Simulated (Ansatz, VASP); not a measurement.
# SrO: VASP beside Ansatz

Contents of POSCAR:

```
SrO
1.0
    0.0000000000      2.8498014893      2.7922805108
    2.8498014893      0.0000000000      2.7922805108
    2.8498014893      2.8498014893      0.0000000000
Sr O
1 1
Direct
    0.0000000000      0.0000000000      0.0000000000
    0.2500000000      0.2500000000      0.2500000000
```

Contents of INCAR.step1:

```
SYSTEM = SrO
  ALGO = Normal
  EDIFF = 1E-5
  ENCUT = 520
  GGA = PE
  ISIF = 2
  ISMEAR = 0
  LASPH = .TRUE.
  LCHARG = .FALSE.
  LREAL = .FALSE.
  LWAVE = .TRUE.
  NBANDS = 15
  NELM = 60
  PREC = Accurate
  SIGMA = 0.01
```

INCAR.step2

```
SYSTEM = SrO
  ALGO = Normal
  EDIFF = 1E-6
  ENCUT = 520
  GGA = PE
  HFSCREEN = 0.2079
  ISIF = 2
  ISMEAR = 0
  ISTART = 1
  LASPH = .TRUE.
  LCHARG = .FALSE.
  LHFCALC = .TRUE.
  LREAL = .FALSE.
  LWAVE = .FALSE.
  NBANDS = 15
  NELM = 60
  PREC = Accurate
  PRECFOCK = Normal
  SIGMA = 0.01
```

File KPOINTS:

```
k-points
0
G
  6 6 6
  0 0 0
```

Input for Ansatz:

```yaml
crystal:
  lattice:
    - [0.0, 2.8498014893, 2.7922805108]
    - [2.8498014893, 0.0, 2.7922805108]
    - [2.8498014893, 2.8498014893, 0.0]
  atoms:
    - { symbol: Sr, position: [0.0, 0.0, 0.0] }
    - { symbol: O, position: [0.25, 0.25, 0.25] }
kpoints:
  mp_grid: { grid: [6, 6, 6] }
  band_path:
    path:
      - [0.0, 0.0, 0.0]
      - [-0.5, -0.5, 0.0]
      - [-0.375, -0.375, 0.25]
      - [-0.375, 0.0, 0.375]
      - [0.0, 0.0, 0.5]
      - [-0.5, -0.25, 0.25]
      - [0.25, -0.25, -0.5]
    npoints: 1
hamiltonian:
  xc: hse06
scf:
  occupations: { method: fixed }
  n_extra_bands: 4
output:
  forces: true
  stress: true
  eigenvalues: true
```

Change from the starting cell: biaxial_xy strain +2.1%.

Alike in both runs: task single point; functional HSE06; k mesh 6 × 6 × 6; no spin polarisation.

```csv
,VASP,Ansatz
version,VASP 6.6.1,Ansatz 0.2.0
potentials or method,"VASP PAW PBE potentials, release 64 (Sr_sv, O)","plane waves, PAW"
plane-wave cutoff (eV),520,420
occupations,"gaussian, width 0.01 eV",fixed
valence electrons in the cell,16,16
```

VASP gave:

- gap on the k mesh at the Fermi level (eV): 3.72
- pressure (GPa): -2.4
- traceless stress, the component that is largest in VASP (GPa): 0.21

Q: Estimate Ansatz's values.

A: gap on the k mesh at the Fermi level (eV): 3.72; pressure (GPa): -2.8; traceless stress, the component that is largest in VASP (GPa): 0.21.

Ansatz's warnings: stress exchange threshold loose, stress scf threshold loose.
